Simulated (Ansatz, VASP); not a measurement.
**Two plane-wave programs on SiC**

The input INCAR:

```
SYSTEM = SiC
PREC = Accurate ; ENCUT = 600
EDIFF = 1E-6 ; ISMEAR = 0
SIGMA = 0.02 ; LREAL = .False.
LASPH = .True. ; NELM = 100
ALGO = Normal ; ISIF = 3
LWAVE = .False. ; LCHARG = .False.
GGA = CA ; IBRION = 2
NSW = 100 ; EDIFFG = -0.002
```

File KPOINTS:

```
regular mesh
0
Gamma
  16 16 16
  0 0 0
```

The input POSCAR:

```
SiC
1.0
    0.0000000000      2.1769966200      2.1769966200
    2.1769966200      0.0000000000      2.1769966200
    2.1769966200      2.1769966200      0.0000000000
Si C
1 1
Direct
    0.7500000000      0.7500000000      0.7500000000
    0.0000000000      0.0000000000      0.0000000000
```

Input for Ansatz:

```yaml
crystal:
  lattice:
    - [0.0, 2.17699662, 2.17699662]
    - [2.17699662, 0.0, 2.17699662]
    - [2.17699662, 2.17699662, 0.0]
  atoms:
    - { symbol: Si, position: [0.75, 0.75, 0.75] }
    - { symbol: C, position: [0.0, 0.0, 0.0] }
basis:
  ecutwfc: 420
kpoints:
  mp_grid: { grid: [16, 16, 16] }
hamiltonian:
  xc: lda
  pseudopotentials: { kind: paw, azcp: { folder: soft_1 } }
scf:
  occupations: { method: gaussian, width: 0.02 }
output:
  forces: true
  stress: true
  eigenvalues: true
  write_density: true
  write_potential: true
  elf: true
  volumetric_format: npy
relax:
  adjacent_minimum: "off"
  f_tol: 0.002
  max_steps: 80
  cell: { stress_tol: 0.02 }
```

Alike in both runs: task relaxation of cell and atoms; functional LDA; k mesh 16 × 16 × 16; occupations gaussian, width 0.02 eV; no spin polarisation.

|  | VASP | Ansatz |
| --- | --- | --- |
| version | VASP 6.6.1 | Ansatz 0.2.0 |
| potentials or method | VASP PAW LDA potentials, release 64 (Si, C), cutoff 600 eV | scalar-relativistic, plane waves, PAW |
| valence electrons in the cell | 8 | 8 |

VASP gave:

* gap on the k mesh at the Fermi level, each at its own relaxed structure (eV): 1.29
* relaxed volume (Å³/atom): 10.15
* relaxed cell length with the largest relative difference (Å): 3.062

Estimate Ansatz's values.

gap on the k mesh at the Fermi level, each at its own relaxed structure (eV): 1.30; relaxed volume (Å³/atom): 10.14; relaxed cell length with the largest relative difference (Å): 3.061.

Ansatz warns that its potentials were made for another functional, while VASP's fit it. LDA's correlation is that of Perdew and Zunger in VASP and of Perdew and Wang (1992) in Ansatz.
